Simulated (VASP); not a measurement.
# BaTe (Fm-3m) in VASP: further runs

The runs below take BaTe through relaxation of cell and atoms, with PBE.

Program: VASP 6.6.1. These are calculated values, not measurements. Logs are shortened: lines on timing, memory, paths and dates and some standing lists are left out, and cuts for length are marked.

## (1) The cell of the first run

The structure is cubic, space group Fm-3m (No. 225). The conventional cell has a = 7.067 Å, b = 7.067 Å, c = 7.067 Å, α = 90.00°, β = 90.00°, γ = 90.00°. Ba (site symmetry m-3m) has 6 Te at 3.53 Å within 4.6 Å. Te (site symmetry m-3m) has 6 Ba at 3.53 Å within 4.6 Å.

## (2) Relaxation of cell and atoms, PBE

INCAR

```
PREC = Accurate
ENCUT = 600
EDIFF = 1E-7
ISMEAR = 0
SIGMA = 0.02
LREAL = False
LASPH = True
NELM = 100
ALGO = Normal
ISIF = 3
LWAVE = False
LCHARG = False
GGA = PE
IBRION = 2
NSW = 100
EDIFFG = -0.01
```

KPOINTS

```
Automatic mesh
0
Gamma
  8 8 8
```

POSCAR

```
BaTe
1.0
    0.0000000000      3.5333383813      3.5333383813
    3.5333383813      0.0000000000      3.5333383813
    3.5333383813      3.5333383813      0.0000000000
Ba Te
1 1
Direct
    0.5000000000      0.5000000000      0.5000000000
    0.0000000000      0.0000000000      0.0000000000
```

Potentials or basis: VASP PAW PBE potentials, release 64 (Ba_sv, Te).

The run is started by

```console
$ cat potpaw_PBE.64/Ba_sv/POTCAR potpaw_PBE.64/Te/POTCAR > POTCAR
$ mpirun -np 1 vasp_std > vasp.out
```

OUTCAR:

```text
PREC = Accurate
   ENCUT = 600
   EDIFF = 1E-7
   ISMEAR = 0
   LREAL = False
   LASPH = True
   NELM = 100
   ISIF = 3
   GGA = PE
   IBRION = 2
   NSW = 100
   EDIFFG = -0.01

 ion  position               nearest neighbor table
   1  0.500  0.500  0.500-   2 3.53   2 3.53   2 3.53   2 3.53   2 3.53   2 3.53
   2  0.000  0.000  0.000-   1 3.53   1 3.53   1 3.53   1 3.53   1 3.53   1 3.53

  LATTYP: Found a face centered cubic cell.
 ALAT       =     7.0666767626

  Lattice vectors:

 A1 = (   0.0000000000,   3.5333383813,   3.5333383813)
 A2 = (   3.5333383813,   0.0000000000,   3.5333383813)
 A3 = (   3.5333383813,   3.5333383813,   0.0000000000)

Analysis of symmetry for initial positions (statically):
=====================================================================
 Subroutine PRICEL returns:
 Original cell was already a primitive cell.

 Routine SETGRP: Setting up the symmetry group for a
 face centered cubic supercell.

 Subroutine GETGRP returns: Found 48 space group operations
 (whereof 48 operations were pure point group operations)
 out of a pool of 48 trial point group operations.

The static configuration has the point symmetry O_h .

Analysis of symmetry for dynamics (positions and initial velocities):
=====================================================================
 Subroutine PRICEL returns:
 Original cell was already a primitive cell.

 Routine SETGRP: Setting up the symmetry group for a
 face centered cubic supercell.

 Subroutine GETGRP returns: Found 48 space group operations
 (whereof 48 operations were pure point group operations)
 out of a pool of 48 trial point group operations.

The dynamic configuration has the point symmetry O_h .

 Subroutine INISYM returns: Found 48 space group operations
 (whereof 48 operations are pure point group operations),
 and found     1 'primitive' translations

----------------------------------------------------------------------------------------

                                     Primitive cell

  volume of cell :      88.2238

  direct lattice vectors                    reciprocal lattice vectors
     0.000000000  3.533338381  3.533338381    -0.141509232  0.141509232  0.141509232
     3.533338381  0.000000000  3.533338381     0.141509232 -0.141509232  0.141509232
     3.533338381  3.533338381  0.000000000     0.141509232  0.141509232 -0.141509232

  length of vectors
     4.996895059  4.996895059  4.996895059     0.245101179  0.245101179  0.245101179

  position of ions in fractional coordinates (direct lattice)
     0.500000000  0.500000000  0.500000000
     0.000000000  0.000000000  0.000000000

  ion indices of the primitive-cell ions
   primitive index   ion index
                 1           1
                 2           2

----------------------------------------------------------------------------------------

 KPOINTS: Automatic mesh

Automatic generation of k-mesh.
 Grid dimensions read from file:
 generate k-points for:    8    8    8

 Generating k-lattice:

  Cartesian coordinates                     Fractional coordinates (reciprocal lattice)
    -0.017688654  0.017688654  0.017688654     0.125000000  0.000000000  0.000000000
     0.017688654 -0.017688654  0.017688654     0.000000000  0.125000000  0.000000000
     0.017688654  0.017688654 -0.017688654     0.000000000  0.000000000  0.125000000

  Length of vectors
     0.030637647  0.030637647  0.030637647

  Shift w.r.t. Gamma in fractional coordinates (k-lattice)
     0.000000000  0.000000000  0.000000000

 Subroutine IBZKPT returns following result:
 ===========================================

 Found     29 irreducible k-points:

 Following reciprocal coordinates:
            Coordinates               Weight
  0.000000  0.000000  0.000000      1.000000
  0.125000  0.000000  0.000000      8.000000
  0.250000  0.000000  0.000000      8.000000
  0.375000  0.000000  0.000000      8.000000
  0.500000  0.000000  0.000000      4.000000
  0.125000  0.125000  0.000000      6.000000
[... 16 lines left out ...]
  0.500000  0.250000  0.125000     48.000000
 -0.375000  0.250000  0.125000     24.000000
 [... further k-points ...]
   k-points           NKPTS =     29   k-points in BZ     NKDIM =     29   number of bands    NBANDS=     12
   number of dos      NEDOS =    301   number of ions     NIONS =      2
   total plane-waves  NPLWV =  64000
   dimension x,y,z NGX =    40 NGY =   40 NGZ =   40
   dimension x,y,z NGXF=    80 NGYF=   80 NGZF=   80
   ions per type =               1   1
   NGX,Y,Z   is equivalent  to a cutoff of  13.31, 13.31, 13.31 a.u.
   NGXF,Y,Z  is equivalent  to a cutoff of  26.62, 26.62, 26.62 a.u.
 SYSTEM =  unknown system
   PREC   = accura    normal or accurate (medium, high low for compatibility)
   ISTART =      0    job   : 0-new  1-cont  2-samecut
   ICHARG =      2    charge: 1-file 2-atom 10-const
   ISPIN  =      1    spin polarized calculation?
   LNONCOLLINEAR =      F non collinear calculations
   LSORBIT =      F    spin-orbit coupling
   LASPH  =      T    aspherical Exc in radial PAW
   ENCUT  =  600.0 eV  44.10 Ry    6.64 a.u.   9.98  9.98  9.98*2*pi/ulx,y,z
   NELM   =    100;   NELMIN=  2; NELMDL= -5     # of ELM steps
   EDIFF  = 0.1E-06   stopping-criterion for ELM
   LREAL  =      F    real-space projection
   EDIFFG = -.1E-01   stopping-criterion for IOM
   NSW    =    100    number of steps for IOM
   IBRION =      2    ionic relax: 0-MD 1-quasi-New 2-CG
   NFREE  =      1    steps in history (QN), initial steepest desc. (CG)
   ISIF   =      3    stress and relaxation
   ISYM   =      2    0-nonsym 1-usesym 2-fastsym
   POTIM  = 0.5000    time-step for ionic-motion
   TEBEG  =    0.0;   TEEND  =   0.0 temperature during run
   PSTRESS=    0.0 pullay stress
   NELECT =      16.0000    total number of electrons
   NUPDOWN=      -1.0000    fix difference up-down
   EMIN   =  10.00;   EMAX   =-10.00  energy-range for DOS
   EFERMI =   0.00;   METHOD = LEGACY
   ISMEAR =     0;   SIGMA  =   0.02  broadening in eV -4-tet -1-fermi 0-gaus
   EFERMI_NEDOS =   21; number of points for ismear=-14 and -15
   IALGO  =     38    algorithm
   IMIX   =      4    mixing-type and parameters
     AMIX     =   0.40;   BMIX     =  1.00
     AMIX_MAG =   1.60;   BMIX_MAG =  1.00
  volume/ion in A,a.u.               =      44.11       297.68
  Fermi-wavevector in a.u.,A,eV,Ry     =   0.926658  1.751130 11.683262  0.858696
  Thomas-Fermi vector in A             =   2.052644
   LORBIT       =      0    0 simple, 1 ext, 2 COOP (PROOUT), +10 PAW based schemes
   GGA     = PE    functional components
   LHFCALC =     F    Hartree Fock is set to
   AEXX    =    0.0000 exact exchange contribution
   IVDW    =     0    specifies the selected vdW correction
   LEPSILON=     F    determine dielectric tensor
   LRPA    =     F    only Hartree local field effects (RPA)
 conjugate gradient relaxation of ions
 non-spin polarized calculation
 Gauss-broadening in eV      SIGMA  =   0.02
  energy-cutoff  :      600.00
  volume of cell :       88.22
 maximum number of plane-waves:      2964
   NGX = 19   NGY = 19   NGZ = 19

--------------------------------------- Ionic step        1  -------------------------------------------

 number of electron      16.0000000 magnetization

 Free energy of the ion-electron system (eV)
  ---------------------------------------------------
  ext. energy  EPLUGINS =         0.00000000
  ---------------------------------------------------
  free energy    TOTEN  =        -8.62909347 eV

  energy without entropy =       -8.62909347  energy(sigma->0) =       -8.62909347

------------------------ aborting loop because EDIFF is reached ----------------------------------------

  FORCE on cell =-STRESS in cart. coord.  units (eV):
  Direction    XX          YY          ZZ          XY          YZ          ZX
  --------------------------------------------------------------------------------------
  -------------------------------------------------------------------------------------
  Total        0.1500053      0.1500053      0.1500053      0.0000000     -0.0000000      0.0000000
  in kB        2.7241535      2.7241535      2.7241535      0.0000000     -0.0000000      0.0000000
  external PRESSURE =       2.7241535 kB  Pullay stress =       0.0000000 kB
[... 57 lines left out ...]
  energy  without entropy=       -8.6297794648  energy(sigma->0) =       -8.62977946

--------------------------------------- Ionic step        3  -------------------------------------------

 number of electron      16.0000000 magnetization

 Free energy of the ion-electron system (eV)
  ---------------------------------------------------
  ext. energy  EPLUGINS =         0.00000000
  ---------------------------------------------------
  free energy    TOTEN  =        -8.62979564 eV

  energy without entropy =       -8.62979564  energy(sigma->0) =       -8.62979564

 E-fermi :   2.1862     XC(G=0):  -8.0954

 val. band max:        2.0432436008   @ k =   0.0000   0.0000   0.0000
 cond. band min:       3.6418589762   @ k =   0.5000   0.5000   0.0000
 fundamental gap:      1.5986153754
 Fermi energy:         2.1861619131

 k-point     1 :       0.0000    0.0000    0.0000
  band No.  band energies     occupation
      1     -25.0766      2.00000
      2     -10.2198      2.00000
      3     -10.2198      2.00000
      4     -10.2198      2.00000
      5      -7.4161      2.00000
      6       2.0432      2.00000
      7       2.0432      2.00000
      8       2.0432      2.00000
      9       4.8097      0.00000
     10       4.9899      0.00000
     11       4.9899      0.00000
     12       4.9899      0.00000
[... 331 lines left out ...]
 k-point    24 :      -0.3750    0.2500    0.1250
  band No.  band energies     occupation
      1     -25.0642      2.00000
      2     -10.4905      2.00000
      3     -10.2880      2.00000
      4     -10.2534      2.00000
      5      -6.9167      2.00000
      6       0.3010      2.00000
      7       1.0569      2.00000
      8       1.0955      2.00000
      9       5.7131      0.00000
     10       5.9744      0.00000
     11       7.1507      0.00000
     12       7.3747      0.00000

 [... further k-points ...]

------------------------ aborting loop because EDIFF is reached ----------------------------------------

  FORCE on cell =-STRESS in cart. coord.  units (eV):
  Direction    XX          YY          ZZ          XY          YZ          ZX
  --------------------------------------------------------------------------------------
  -------------------------------------------------------------------------------------
  Total        0.0005334      0.0005334      0.0005334      0.0000000      0.0000000      0.0000000
  in kB        0.0095957      0.0095957      0.0095957      0.0000000      0.0000000      0.0000000
  external PRESSURE =       0.0095957 kB  Pullay stress =       0.0000000 kB
[... 17 lines left out ...]
  FREE ENERGIE OF THE ION-ELECTRON SYSTEM (eV)
  ---------------------------------------------------
  free  energy   TOTEN  =        -8.6297956355 eV

  energy  without entropy=       -8.6297956355  energy(sigma->0) =       -8.62979564

 reached required accuracy - stopping structural energy minimisation
```

Run time: 1.7 min. Hardware: 1 thread of AMD EPYC 7R43 (Zen 3), shared host; peak memory 0.23 GiB.

What came out:

```
Free energy                            : -8.6298 eV
Relaxed volume                         : 44.53 Å³/atom
Relaxed cell                           : a = 5.013 Å, b = 5.013 Å, c = 5.013 Å, α = 60.00°, β = 60.00°, γ = 60.00°
Space group after relaxing (to 0.05 Å) : Fm-3m (No. 225)
Energy gained by relaxing              : 0.4 meV/atom
Ionic steps                            : 3
Pressure after relaxing                : 0.0 GPa
Band gap on the k mesh                 : 1.60 eV, indirect (least direct gap 1.98 eV)
```

The path:
```csv
step,energy change (eV),largest force (eV/Å),pressure (GPa),volume (Å³)
1,0.0000,0.0000,0.27,88.22
2,-0.0007,0.0000,-0.04,89.18
3,-0.0007,0.0000,0.00,89.06
```

Final structure:
```yaml
crystal:
  lattice:
    - [0.00000, 3.54444, 3.54444]
    - [3.54444, 0.00000, 3.54444]
    - [3.54444, 3.54444, 0.00000]
  atoms:
    - { symbol: Ba, position: [0.50000, 0.50000, 0.50000] }
    - { symbol: Te, position: [0.00000, 0.00000, 0.00000] }
```

Levels at points of the mesh, in eV from the valence-band top:
```csv
k point,band 5,band 6,band 7,band 8,band 9,band 10,band 11,band 12
"(0.00, 0.00, 0.00)",-9.46,0.00,0.00,0.00,2.77,2.95,2.95,2.95
"(0.50, 0.00, 0.00)",-8.83,-2.13,-1.06,-1.06,4.14,4.66,4.81,4.81
"(0.50, 0.50, 0.00)",-9.26,-1.12,-0.38,-0.38,1.60,4.37,4.48,5.42
```

Caveat: spin-orbit coupling is left out, which moves the levels of the heavy elements. A k mesh can miss the band edges.

## (3) Relaxation of cell and atoms, PBE

INCAR

```
ALGO = Normal
EDIFF = 1E-6
EDIFFG = -0.01
ENCUT = 600
GGA = PE
IBRION = 2
ISIF = 3
ISMEAR = 0
LASPH = T
LCHARG = F
LREAL = F
LWAVE = F
NELM = 80
NSW = 100
PREC = Accurate
SIGMA = 0.02
```

KPOINTS

```
k-points
0
Gamma
  8 8 8
```

POSCAR

```
BaTe
1.0
    0.0000000000      3.5322559924      3.5322559924
    3.5322559924      0.0000000000      3.5322559924
    3.5322559924      3.5322559924      0.0000000000
Ba Te
1 1
Direct
    0.0000000000      0.0000000000      0.0000000000
    0.5000000000      0.5000000000      0.5000000000
```

Potentials or basis: VASP PAW PBE potentials, release 64 (Ba_sv, Te).

The run is started by

```console
$ cat potpaw_PBE.64/Ba_sv/POTCAR potpaw_PBE.64/Te/POTCAR > POTCAR
$ mpirun -np 1 vasp_std > vasp.out
```

It took 87 s on 1 thread of AMD EPYC 7R43 (Zen 3), shared host; peak memory 0.22 GiB.

It converged, with:

- Free energy: -8.6298 eV
- Relaxed volume: 44.52 Å³/atom
- Relaxed cell: a = 5.012 Å, b = 5.012 Å, c = 5.012 Å, α = 60.00°, β = 60.00°, γ = 60.00°
- Space group after relaxing (to 0.05 Å): Fm-3m (No. 225)
- Energy gained by relaxing: 0.4 meV/atom
- Ionic steps: 3
- Pressure after relaxing: 0.0 GPa
- Band gap on the k mesh: 1.60 eV, indirect (least direct gap 1.98 eV)

Step by step:
```csv
step,energy change (eV),largest force (eV/Å),pressure (GPa),volume (Å³)
1,0.0000,0.0000,0.30,88.14
2,-0.0008,0.0000,-0.06,89.21
3,-0.0008,0.0000,0.01,89.04
```

Final structure:
```
Ba Te
1.0
     0.00000    3.54426    3.54426
     3.54426    0.00000    3.54426
     3.54426    3.54426    0.00000
Ba Te
1 1
Direct
  0.00000 0.00000 0.00000
  0.50000 0.50000 0.50000
```

Levels at points of the mesh, in eV from the valence-band top:
| k point | band 4 | band 5 | band 6 | band 7 | band 8 | band 9 | band 10 | band 11 | band 12 |
| --- | --- | --- | --- | --- | --- | --- | --- | --- | --- |
| (0.00, 0.00, 0.00) | -12.26 | -9.46 | 0.00 | 0.00 | 0.00 | 2.77 | 2.95 | 2.95 | 2.95 |
| (0.50, 0.00, 0.00) | -12.27 | -8.83 | -2.14 | -1.06 | -1.06 | 4.14 | 4.66 | 4.81 | 4.81 |
| (0.50, 0.50, 0.00) | -12.33 | -9.26 | -1.12 | -0.38 | -0.38 | 1.60 | 4.37 | 4.48 | 5.42 |

Caveat: spin-orbit coupling is left out, which moves the levels of the heavy elements. A k mesh can miss the band edges.

## (4) Relaxation of cell and atoms, PBE

INCAR

```
SYSTEM = BaTe
PREC     = Accurate       ! precision mode
ENCUT    = 600            ! plane-wave cutoff, eV
EDIFF    = 1E-6           ! SCF threshold, eV
ISMEAR   = 0              ! smearing method
SIGMA    = 0.02           ! smearing width, eV
LREAL    = .False.        ! projectors in reciprocal space
LASPH    = .True.         ! aspherical terms in the spheres
NELM     = 60             ! most SCF steps
ALGO     = Normal         ! electronic algorithm
ISIF     = 3              ! what is computed and relaxed
LWAVE    = .False.        ! write WAVECAR
LCHARG   = .False.        ! write CHGCAR
GGA      = PE             ! functional
IBRION   = 2              ! ionic algorithm
NSW      = 100            ! ionic steps
EDIFFG   = -0.01          ! ionic threshold
```

KPOINTS

```
Automatic mesh
0
Gamma
  8 8 8
  0 0 0
```

POSCAR is that of step 3.

The run is started by

```console
$ cat potpaw_PBE.64/Ba_sv/POTCAR potpaw_PBE.64/Te/POTCAR > POTCAR
$ mpirun -np 1 vasp_std > vasp.out
```

It took 88 s on 1 thread of AMD EPYC 7R43 (Zen 3), shared host; peak memory 0.22 GiB.

It converged, with:

- Free energy: -8.6298 eV
- Relaxed volume: 44.52 Å³/atom
- Relaxed cell: a = 5.012 Å, b = 5.012 Å, c = 5.012 Å, α = 60.00°, β = 60.00°, γ = 60.00°
- Space group after relaxing (to 0.05 Å): Fm-3m (No. 225)
- Energy gained by relaxing: 0.4 meV/atom
- Ionic steps: 3
- Pressure after relaxing: 0.0 GPa
- Band gap on the k mesh: 1.60 eV, indirect (least direct gap 1.98 eV)

Step by step:
```csv
step,energy change (eV),largest force (eV/Å),pressure (GPa),volume (Å³)
1,0.0000,0.0000,0.30,88.14
2,-0.0008,0.0000,-0.06,89.21
3,-0.0008,0.0000,0.01,89.04
```

Final structure:
```yaml
crystal:
  lattice:
    - [0.00000, 3.54426, 3.54426]
    - [3.54426, 0.00000, 3.54426]
    - [3.54426, 3.54426, 0.00000]
  atoms:
    - { symbol: Ba, position: [0.00000, 0.00000, 0.00000] }
    - { symbol: Te, position: [0.50000, 0.50000, 0.50000] }
```

Levels at points of the mesh, in eV from the valence-band top:
```tsv
k point	band 4	band 5	band 6	band 7	band 8	band 9	band 10	band 11	band 12
(0.00, 0.00, 0.00)	-12.26	-9.46	0.00	0.00	0.00	2.77	2.95	2.95	2.95
(0.50, 0.00, 0.00)	-12.27	-8.83	-2.14	-1.06	-1.06	4.14	4.66	4.81	4.81
(0.50, 0.50, 0.00)	-12.33	-9.26	-1.12	-0.38	-0.38	1.60	4.37	4.48	5.42
```

Caveat: spin-orbit coupling is left out, which moves the levels of the heavy elements.
